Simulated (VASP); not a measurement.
## Ba3SbP: single point with PBE

Crystal: Ba3SbP.

```
CELL_PARAMETERS angstrom
6.11318 0.00000 0.00000
0.00000 6.11318 0.00000
0.00000 0.00000 6.11318
ATOMIC_POSITIONS crystal
Ba 0.50000 0.50000 0.00000
Ba 0.50000 0.00000 0.50000
Ba 0.00000 0.50000 0.50000
Sb 0.00000 0.00000 0.00000
P 0.50000 0.50000 0.50000
```

```yaml
Program: VASP 6.6.1
Task: single point
Functional: PBE
Potentials_or_basis: VASP PAW PBE potentials, release 64 (Ba_sv, Sb_d_GW, P)
Cutoff: 500 eV
k_mesh: 4 × 4 × 4
Occupations: fermi-dirac, width 0.1 eV
Spin: no spin polarisation
```

The pressure is -0.1 GPa and the band gap on the k mesh is 0.29 eV, direct.

Levels at points of the mesh, in eV from the valence-band top:
```tsv
k point	band 21	band 22	band 23	band 24	band 25	band 26	band 27	band 28	band 29	band 30
(0.00, 0.00, 0.00)	-0.55	-0.55	0.00	0.00	0.00	0.29	0.50	0.50	0.59	0.59
(0.50, 0.00, 0.00)	-1.69	-0.73	-0.73	-0.64	-0.64	0.87	1.37	1.47	2.13	2.36
(0.50, 0.50, 0.00)	-2.35	-1.09	-1.09	-0.94	-0.90	1.88	1.88	2.03	2.21	2.21
(0.50, 0.50, 0.50)	-2.51	-2.51	-0.76	-0.76	-0.76	1.63	1.63	1.63	1.72	2.36
```

Wall time 48 s on 1 thread of Intel(R) Xeon(R) 6975P-C (Granite Rapids), on a shared host, peak memory 0.37 GiB.

Caveat: spin-orbit coupling is left out, which moves the levels of the heavy elements. A k mesh can miss the band edges.
